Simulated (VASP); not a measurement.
# CoO (P1) in VASP: notebook

The runs below take CoO through single point, with PBEsol.

Everything below comes from runs of VASP 6.6.1. Logs are shortened: lines on timing, memory, paths and dates and some standing lists are left out, and cuts for length are marked.

### Step 1. The cell of the first run

The typed cell holds 16 atoms: a = 6.328 Å, b = 6.328 Å, c = 6.328 Å, α = 60.85°, β = 60.85°, γ = 60.85°.

### Step 2. Single point, PBEsol

The input, INCAR:

```
SYSTEM = CoO
  PREC = Accurate
  ENCUT = 520
  EDIFF = 1E-6
  ISMEAR = -1
  SIGMA = 0.17
  LREAL = .FALSE.
  LASPH = .TRUE.
  NELM = 120
  ALGO = Normal
  ISIF = 2
  LWAVE = .FALSE.
  LCHARG = .FALSE.
  GGA = PS
  NBANDS = 74
  GGA_COMPAT = .FALSE.
```

The input, KPOINTS:

```
regular mesh
0
G
  3 3 3
  0 0 0
```

The input, POSCAR:

```
CoO
1.0
   -3.2044400000     -1.8500840000      5.1329420000
    3.2044400000     -1.8500840000      5.1329420000
    0.0000000000      3.7001680000      5.1329420000
Co O
8 8
Direct
    0.9838642000      0.9926644896      0.9144839110
    0.4952936905      0.5930018704      0.4764211259
    0.6002374780      0.3731775237      0.9769284854
    1.0272512918      0.9736069733      0.5169375721
    0.5381481339      1.0541821367      0.3983994123
    0.9871189227      0.4220903998      1.0535888155
    1.0378826834      0.5888494670      0.4869484639
    0.6005656560      1.0476016435      0.9712661560
    0.3781052947      0.4131504196      0.3855742596
    0.9018850231      0.7812087114      0.8667889644
    0.8832556363      0.8859082059      0.2968248247
    0.3574282536      0.3761522740      0.8945500844
    0.9351486772      0.3373219119      0.8526849260
    0.3604349989      0.9019648762      0.2678921094
    0.4648188317      0.9270212758      0.7240809373
    0.8799332399      0.3820303302      0.3920196622
```

Potentials or basis: VASP PAW PBE potentials, release 64 (Co, O).

On the command line:

```sh
$ cat potpaw_PBE.64/Co/POTCAR potpaw_PBE.64/O/POTCAR > POTCAR
$ mpirun -np 1 vasp_std > vasp.out
```

OUTCAR:

```text
SYSTEM = CoO
   PREC = Accurate
   ENCUT = 520
   EDIFF = 1E-6
   ISMEAR = -1
   LREAL = .FALSE.
   LASPH = .TRUE.
   NELM = 120
   ISIF = 2
   GGA = PS

 ion  position               nearest neighbor table
   1  0.984  0.993  0.914-  10 1.84  13 1.91  11 2.01   8 2.14   4 2.45   3 2.48   5 3.03
   2  0.495  0.593  0.476-  14 1.80   9 2.01  16 2.06  12 2.24   4 2.75   5 2.84   7 2.88   3 3.04
                             6 3.07
   3  0.600  0.373  0.977-  13 1.80  12 1.84   8 2.08   9 2.34   5 2.42   1 2.48   6 2.89   2 3.04

   4  0.027  0.974  0.517-  10 1.90  14 1.91  16 2.13  11 2.36   1 2.45   7 2.50   2 2.75   8 2.88
                             6 2.94
   5  0.538  0.054  0.398-  15 1.71  11 1.83   9 1.96  14 2.37   3 2.42   8 2.55   2 2.84   1 3.03

   6  0.987  0.422  0.054-  13 1.80  16 1.83  10 1.91  12 1.98   3 2.89   4 2.94   2 3.07   7 3.10

   7  0.038  0.589  0.487-  11 1.76   9 1.82  13 2.07  16 2.39   4 2.50   2 2.88   6 3.10
   8  0.601  0.048  0.971-  12 1.89  14 1.89  10 1.91   3 2.08   1 2.14   5 2.55   4 2.88
   9  0.378  0.413  0.386-   7 1.82   5 1.96   2 2.01   3 2.34
  10  0.902  0.781  0.867-   1 1.84   4 1.90   8 1.91   6 1.91
  11  0.883  0.886  0.297-   7 1.76   5 1.83   1 2.01   4 2.36
  12  0.357  0.376  0.895-   3 1.84   8 1.89   6 1.98   2 2.24
  13  0.935  0.337  0.853-   3 1.80   6 1.80   1 1.91   7 2.07
  14  0.360  0.902  0.268-   2 1.80   8 1.89   4 1.91   5 2.37
  15  0.465  0.927  0.724-   5 1.71
  16  0.880  0.382  0.392-   6 1.83   2 2.06   4 2.13   7 2.39

  LATTYP: Found a trigonal (rhomboedric) cell.
 ALAT       =     6.3275856451
 COS(alpha) =     0.4870698591

  Lattice vectors:

 A1 = (  -3.2044400000,  -1.8500840000,   5.1329420000)
 A2 = (   3.2044400000,  -1.8500840000,   5.1329420000)
 A3 = (   0.0000000000,   3.7001680000,   5.1329420000)

Analysis of symmetry for initial positions (statically):
=====================================================================
 Subroutine PRICEL returns:
 Original cell was already a primitive cell.

 Routine SETGRP: Setting up the symmetry group for a
 trigonal (rhombohedral) supercell.

 Subroutine GETGRP returns: Found  1 space group operations
 (whereof  1 operations were pure point group operations)
 out of a pool of 12 trial point group operations.

The static configuration has the point symmetry C_1 .

Analysis of symmetry for dynamics (positions and initial velocities):
=====================================================================
 Subroutine PRICEL returns:
 Original cell was already a primitive cell.

 Routine SETGRP: Setting up the symmetry group for a
 trigonal (rhombohedral) supercell.

 Subroutine GETGRP returns: Found  1 space group operations
 (whereof  1 operations were pure point group operations)
 out of a pool of 12 trial point group operations.

The dynamic configuration has the point symmetry C_1 .

 Subroutine INISYM returns: Found  1 space group operations
 (whereof  1 operations are pure point group operations),
 and found     1 'primitive' translations

----------------------------------------------------------------------------------------

                                     Primitive cell

  volume of cell :     182.5834

  direct lattice vectors                    reciprocal lattice vectors
    -3.204440000 -1.850084000  5.132942000    -0.156033504 -0.090086000  0.064940016
     3.204440000 -1.850084000  5.132942000     0.156033504 -0.090086000  0.064940016
     0.000000000  3.700168000  5.132942000     0.000000000  0.180171999  0.064940016

  length of vectors
     6.327585645  6.327585645  6.327585385     0.191518007  0.191518007  0.191518028

  position of ions in fractional coordinates (direct lattice)
     0.983864200  0.992664490  0.914483911
     0.495293690  0.593001870  0.476421126
     0.600237478  0.373177524  0.976928485
     0.027251292  0.973606973  0.516937572
     0.538148134  0.054182137  0.398399412
     0.987118923  0.422090400  0.053588815
[... 8 lines left out ...]
     0.464818832  0.927021276  0.724080937
     0.879933240  0.382030330  0.392019662

  ion indices of the primitive-cell ions
   primitive index   ion index
                 1           1
                 2           2
                 3           3
                 4           4
                 5           5
                 6           6
[... 8 lines left out ...]
                15          15
                16          16

----------------------------------------------------------------------------------------

 KPOINTS: regular mesh

Automatic generation of k-mesh.
 Grid dimensions read from file:
 generate k-points for:    3    3    3

 Generating k-lattice:

  Cartesian coordinates                     Fractional coordinates (reciprocal lattice)
    -0.052011168 -0.030028667  0.021646672     0.333333333 -0.000000000 -0.000000000
     0.052011168 -0.030028667  0.021646672    -0.000000000  0.333333333 -0.000000000
     0.000000000  0.060057333  0.021646672    -0.000000000 -0.000000000  0.333333333

  Length of vectors
     0.063839336  0.063839336  0.063839343

  Shift w.r.t. Gamma in fractional coordinates (k-lattice)
     0.000000000  0.000000000  0.000000000

 Subroutine IBZKPT returns following result:
 ===========================================

 Found     14 irreducible k-points:

 Following reciprocal coordinates:
            Coordinates               Weight
  0.000000  0.000000  0.000000      1.000000
  0.333333 -0.000000  0.000000      2.000000
 -0.000000  0.333333  0.000000      2.000000
  0.000000  0.000000  0.333333      2.000000
  0.333333  0.333333  0.000000      2.000000
 -0.333333  0.000000 -0.333333      2.000000
  0.000000  0.333333  0.333333      2.000000
 -0.333333  0.333333  0.000000      2.000000
  0.333333  0.000000 -0.333333      2.000000
  0.000000 -0.333333  0.333333      2.000000
  0.333333  0.333333  0.333333      2.000000
 -0.333333  0.333333  0.333333      2.000000
  0.333333 -0.333333  0.333333      2.000000
  0.333333  0.333333 -0.333333      2.000000
   k-points           NKPTS =     14   k-points in BZ     NKDIM =     14   number of bands    NBANDS=     74
   number of dos      NEDOS =    301   number of ions     NIONS =     16
   total plane-waves  NPLWV = 110592
   dimension x,y,z NGX =    48 NGY =   48 NGZ =   48
   dimension x,y,z NGXF=    96 NGYF=   96 NGZF=   96
   ions per type =               8   8
   NGX,Y,Z   is equivalent  to a cutoff of  12.61, 12.61, 12.61 a.u.
   NGXF,Y,Z  is equivalent  to a cutoff of  25.22, 25.22, 25.22 a.u.
 SYSTEM =  CoO
   PREC   = accura    normal or accurate (medium, high low for compatibility)
   ISTART =      0    job   : 0-new  1-cont  2-samecut
   ICHARG =      2    charge: 1-file 2-atom 10-const
   ISPIN  =      1    spin polarized calculation?
   LNONCOLLINEAR =      F non collinear calculations
   LSORBIT =      F    spin-orbit coupling
   LASPH  =      T    aspherical Exc in radial PAW
   ENCUT  =  520.0 eV  38.22 Ry    6.18 a.u.  11.77 11.77 11.77*2*pi/ulx,y,z
   NELM   =    120;   NELMIN=  2; NELMDL= -5     # of ELM steps
   EDIFF  = 0.1E-05   stopping-criterion for ELM
   LREAL  =      F    real-space projection
   EDIFFG = 0.1E-04   stopping-criterion for IOM
   NSW    =      0    number of steps for IOM
   IBRION =     -1    ionic relax: 0-MD 1-quasi-New 2-CG
   NFREE  =      0    steps in history (QN), initial steepest desc. (CG)
   ISIF   =      2    stress and relaxation
   ISYM   =      2    0-nonsym 1-usesym 2-fastsym
   POTIM  = 0.5000    time-step for ionic-motion
   TEBEG  =    0.0;   TEEND  =   0.0 temperature during run
   PSTRESS=    0.0 pullay stress
   NELECT =     120.0000    total number of electrons
   NUPDOWN=      -1.0000    fix difference up-down
   EMIN   =  10.00;   EMAX   =-10.00  energy-range for DOS
   EFERMI =   0.00;   METHOD = LEGACY
   ISMEAR =    -1;   SIGMA  =   0.17  broadening in eV -4-tet -1-fermi 0-gaus
   EFERMI_NEDOS =   21; number of points for ismear=-14 and -15
   IALGO  =     38    algorithm
   IMIX   =      4    mixing-type and parameters
     AMIX     =   0.40;   BMIX     =  1.00
     AMIX_MAG =   1.60;   BMIX_MAG =  1.00
  volume/ion in A,a.u.               =      11.41        77.01
  Fermi-wavevector in a.u.,A,eV,Ry     =   1.423360  2.689761 27.564785  2.025955
  Thomas-Fermi vector in A             =   2.543966
   LORBIT       =      0    0 simple, 1 ext, 2 COOP (PROOUT), +10 PAW based schemes
   GGA     = PS    functional components
   LHFCALC =     F    Hartree Fock is set to
   AEXX    =    0.0000 exact exchange contribution
   IVDW    =     0    specifies the selected vdW correction
   LEPSILON=     F    determine dielectric tensor
   LRPA    =     F    only Hartree local field effects (RPA)
 non-spin polarized calculation
  energy-cutoff  :      520.00
  volume of cell :      182.58
 maximum number of plane-waves:      4939
   NGX = 23   NGY = 23   NGZ = 23

 number of electron     119.9999990 magnetization

 Free energy of the ion-electron system (eV)
  ---------------------------------------------------
  ext. energy  EPLUGINS =         0.00000000
  ---------------------------------------------------
  free energy    TOTEN  =      -109.24523591 eV

  energy without entropy =     -106.91704600  energy(sigma->0) =     -108.08114096

 E-fermi :   5.3747     XC(G=0): -11.4666

 val. band max:        5.3702517616   @ k =  -0.3333   0.3333   0.0000
 cond. band min:       5.3749191405   @ k =   0.0000   0.0000   0.0000
 fundamental gap:      0.0046673789
 Fermi energy:         5.3746863537

 k-point     1 :       0.0000    0.0000    0.0000
  band No.  band energies     occupation
      1     -14.9420      2.00000
      2     -14.4381      2.00000
      3     -14.1415      2.00000
      4     -13.9489      2.00000
      5     -13.6497      2.00000
      6     -13.3622      2.00000
[... 64 lines left out ...]
     71       6.5867      0.00160
     72       6.7893      0.00049
[... 973 lines left out ...]
     71       6.3847      0.00524
     72       6.5176      0.00240
 [bands above 72 left out]

------------------------ aborting loop because EDIFF is reached ----------------------------------------

  FORCE on cell =-STRESS in cart. coord.  units (eV):
  Direction    XX          YY          ZZ          XY          YZ          ZX
  --------------------------------------------------------------------------------------
  -------------------------------------------------------------------------------------
  Total      -15.9899749    -16.3843880     -9.6772190     -2.5139355     -1.5988148     -0.6298699
  in kB     -140.3127597   -143.7737528    -84.9180382    -22.0598990    -14.0296731     -5.5271375
  external PRESSURE =    -123.0015169 kB  Pullay stress =       0.0000000 kB

 VOLUME and BASIS-vectors are now :
 -----------------------------------------------------------------------------
  energy-cutoff  :      520.00
  volume of cell :      182.58
      direct lattice vectors                 reciprocal lattice vectors
    -3.204440000 -1.850084000  5.132942000    -0.156033504 -0.090086000  0.064940016
     3.204440000 -1.850084000  5.132942000     0.156033504 -0.090086000  0.064940016
     0.000000000  3.700168000  5.132942000     0.000000000  0.180171999  0.064940016

 POSITION                                       TOTAL-FORCE (eV/Angst)
 -----------------------------------------------------------------------------------
      0.02820     -0.27300     14.83940        -0.895930     -0.745223      1.671283
      0.31310     -0.25060      8.03160        -0.387428      0.573862     -1.004853
     -0.72760      1.81390     10.01100         2.008299     -0.777019      1.630734
      3.03254      0.06108      7.79076        -0.195371     -0.690237      0.068981
     -1.55084      0.37828      5.08536         0.301354      0.046981      0.322217
     -1.81060     -2.40887      7.50846        -0.212776     -0.076270      0.911569
[... 8 lines left out ...]
      1.48110      0.10420     10.86090         0.132354      1.232864     -0.239006
     -1.59550     -0.88420      8.48980         0.144080      0.061821     -0.383611
 -----------------------------------------------------------------------------------
    total drift:                               -0.001164      0.000993      0.000037

  FREE ENERGIE OF THE ION-ELECTRON SYSTEM (eV)
  ---------------------------------------------------
  free  energy   TOTEN  =      -109.2452359132 eV

  energy  without entropy=     -106.9170460025  energy(sigma->0) =     -108.08114096
```

Run time: 6.4 min. Hardware: 1 thread of AMD EPYC 9R45 (Zen 5), shared host; peak memory 0.36 GiB.

What came out:

```
Free energy            : -109.2452 eV
Pressure               : -12.3 GPa
Largest force          : 4.462 eV/Å
Band gap on the k mesh : zero (band 60 reaches 5.39 eV, above the bottom of band 61 at 5.33 eV)
```

Forces in eV/Å, atoms in the order of the input:
```
Co  -0.896 -0.745  1.671
Co  -0.387  0.574 -1.005
Co   2.008 -0.777  1.631
Co  -0.195 -0.690  0.069
Co   0.301  0.047  0.322
Co  -0.213 -0.076  0.912
Co  -1.070  0.854 -0.872
Co   0.312  1.203 -4.285
O   -0.148 -0.439  0.063
O    0.321  0.123  0.660
O    0.130 -0.797  0.422
O   -0.226 -0.068  0.073
O   -0.280 -0.759  0.245
O    0.065  0.256  0.718
O    0.132  1.233 -0.239
O    0.144  0.062 -0.384
```

Caveat: the k points lie up to 0.40 Å⁻¹ apart; the PAW data sets were made with another functional, which shifts forces and pressure a little; the run has no spin polarisation, though such a crystal can be magnetic; semilocal functionals often make such compounds metallic where correlation or magnetic order opens a gap, which also shifts bond lengths. Spin polarisation is off, so any magnetic state and its effect on volume and gap are missing.

### Step 3. Single point, PBEsol

The input, INCAR:

```
PREC = Accurate ; ENCUT = 520
EDIFF = 1E-6 ; ISMEAR = -1
SIGMA = 0.17 ; LREAL = False
LASPH = True ; NELM = 120
ALGO = Normal ; ISIF = 2
LWAVE = False ; LCHARG = False
GGA = PS ; NBANDS = 74
GGA_COMPAT = False
```

The input, KPOINTS:

```
Automatic mesh
0
Gamma
  3 3 3
```

The input, POSCAR:

```
CoO
1.0
   -3.2044400000     -1.8500840000      5.1329420000
    3.2044400000     -1.8500840000      5.1329420000
    0.0000000000      3.7001680000      5.1329420000
Co O
8 8
Direct
    0.9444962036      1.0372737248      0.9394008154
    0.5197011427      0.5248190416      0.4392098091
    0.6223112227      0.4578207032      0.9596144807
    1.0579733466      1.0332576396      0.3958612117
    0.6284018539      1.0428268393      0.3864996037
    1.0111798294      0.4539217749      1.0049438394
    1.1186359038      0.5829104728      0.4961406419
    0.5134024147      1.0523421359      0.9379463152
    0.4287178212      0.3381247690      0.2852635898
    0.8427917021      0.8174830678      0.9248898394
    0.9910699026      0.8888679578      0.2704858148
    0.4100298579      0.3711775155      0.7995040393
    1.0027493605      0.3396069705      0.7763896046
    0.3737707834      0.8347873729      0.2437278816
    0.5001861756      0.8160291934      0.6539997629
    0.8982345161      0.3531158682      0.3347965077
```

Potentials or basis: VASP PAW PBE potentials, release 64 (Co, O).

On the command line:

```sh
$ cat potpaw_PBE.64/Co/POTCAR potpaw_PBE.64/O/POTCAR > POTCAR
$ mpirun -np 1 vasp_std > vasp.out
```

It took 6.1 min on 1 thread of AMD EPYC 9R45 (Zen 5), shared host; peak memory 0.36 GiB.

Results (log left out):

```yaml
Free_energy: -108.7963 eV
Pressure: -5.2 GPa
Largest_force: 3.433 eV/Å
Band_gap_on_the_k_mesh: zero (band 60 reaches 5.56 eV, above the bottom of band 61 at 5.49 eV)
```

Forces on the atoms (eV/Å):
```
Co  -0.362  0.352 -1.256
Co  -1.295  0.671  0.594
Co  -0.082 -0.918 -0.673
Co  -1.462 -0.216  0.436
Co  -1.994  0.410  0.023
Co   0.397 -1.825 -0.668
Co  -0.392  0.105 -0.919
Co  -2.014  1.315 -0.033
O    2.671 -0.388  0.782
O   -0.338 -0.410  0.572
O    1.475  0.815 -2.991
O    1.635 -1.132  0.969
O    1.076  0.293  0.323
O   -0.929 -0.659  1.336
O   -0.778  0.670  0.272
O    2.393  0.918  1.230
```

Stress tensor (GPa, compression positive):
```
-3.95 -2.09 -0.40
-2.09 -8.67 -2.22
-0.40 -2.22 -2.91
```

Levels at points of the mesh, in eV from the Fermi level:
```
           k point  band 56  band 57  band 58  band 59  band 60  band 61  band 62  band 63  band 64  band 65
(0.00, 0.00, 0.00)    -0.44    -0.31    -0.23    -0.15    -0.12     0.01     0.08     0.14     0.32     0.42
```

Caveat: the k points lie up to 0.40 Å⁻¹ apart; the PAW data sets were made with another functional, which shifts forces and pressure a little; the run has no spin polarisation, though such a crystal can be magnetic; semilocal functionals often make such compounds metallic where correlation or magnetic order opens a gap, which also shifts bond lengths.

[end of part 1 of 2]
